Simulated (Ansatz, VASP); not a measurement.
## One calculation of BAs, two programs

Contents of POSCAR:

```
BAs
1.0
    0.0000000000      2.4676898068      2.4676898068
    2.4676898068      0.0000000000      2.4676898068
    2.4676898068      2.4676898068      0.0000000000
B As
1 1
Direct
    0.0000000000      0.0000000000      0.0000000000
    0.2500000000      0.2500000000      0.2500000000
```

Contents of INCAR.step1:

```
ALGO     = Normal         # electronic algorithm
EDIFF    = 1E-5           # SCF threshold, eV
ENCUT    = 520            # plane-wave cutoff, eV
GGA      = PE             # functional
ISIF     = 2              # what is computed and relaxed
ISMEAR   = 0              # smearing method
LASPH    = True           # aspherical terms in the spheres
LCHARG   = False          # write CHGCAR
LREAL    = False          # projectors in reciprocal space
LWAVE    = True           # write WAVECAR
NBANDS   = 11             # bands
NELM     = 100            # most SCF steps
PREC     = Accurate       # precision mode
SIGMA    = 0.01           # smearing width, eV
```

INCAR.step2

```
ALGO     = Normal         # electronic algorithm
EDIFF    = 1E-6           # SCF threshold, eV
ENCUT    = 520            # plane-wave cutoff, eV
GGA      = PE             # functional
HFSCREEN = 0.2079         # screening, 1/A
ISIF     = 2              # what is computed and relaxed
ISMEAR   = 0              # smearing method
ISTART   = 1            
LASPH    = True           # aspherical terms in the spheres
LCHARG   = False          # write CHGCAR
LHFCALC  = True           # exact exchange
LREAL    = False          # projectors in reciprocal space
LWAVE    = False          # write WAVECAR
NBANDS   = 11             # bands
NELM     = 100            # most SCF steps
PREC     = Accurate       # precision mode
PRECFOCK = Normal       
SIGMA    = 0.01           # smearing width, eV
```

KPOINTS

```
k-points
0
Gamma
  6 6 6
```

Input for Ansatz:

```yaml
crystal:
  lattice:
    - [0.0, 2.4676898068, 2.4676898068]
    - [2.4676898068, 0.0, 2.4676898068]
    - [2.4676898068, 2.4676898068, 0.0]
  atoms:
    - { symbol: B, position: [0.0, 0.0, 0.0] }
    - { symbol: As, position: [0.25, 0.25, 0.25] }
kpoints:
  mp_grid: { grid: [6, 6, 6] }
  band_path:
    path:
      - [0.0, 0.0, 0.0]
      - [-0.5, -0.5, 0.0]
      - [-0.375, -0.375, 0.25]
      - [-0.375, 0.0, 0.375]
      - [0.0, 0.0, 0.5]
      - [-0.5, -0.25, 0.25]
      - [0.0, 0.395833, 0.395833]
    npoints: 1
hamiltonian:
  xc: hse06
scf:
  occupations: { method: fixed }
  n_extra_bands: 4
output:
  forces: true
  stress: true
  eigenvalues: true
  write_density: true
  write_potential: true
  elf: true
  volumetric_format: npy
```

Change from the starting cell: hydrostatic strain +3.2%.

Alike in both runs: task single point; functional HSE06; k mesh 6 × 6 × 6; no spin polarisation.

|  | VASP | Ansatz |
| --- | --- | --- |
| version | VASP 6.6.1 | Ansatz 0.2.0 |
| potentials or method | VASP PAW PBE potentials, release 64 (B, As) | plane waves, PAW |
| plane-wave cutoff (eV) | 520 | 420 |
| occupations | gaussian, width 0.01 eV | fixed |
| valence electrons in the cell | 8 | 18 |

```tsv
	VASP	Ansatz	Ansatz less VASP
gap on the k mesh at the Fermi level (eV)	2.02	2.01	-0.010
pressure (GPa)	-12.2	-12.0	+0.18
```

VASP's potentials hold 8 valence electrons a cell and Ansatz's 18, so a difference there can come from the potentials and not from the codes. Ansatz's warnings: stress exchange threshold loose, stress scf threshold loose.
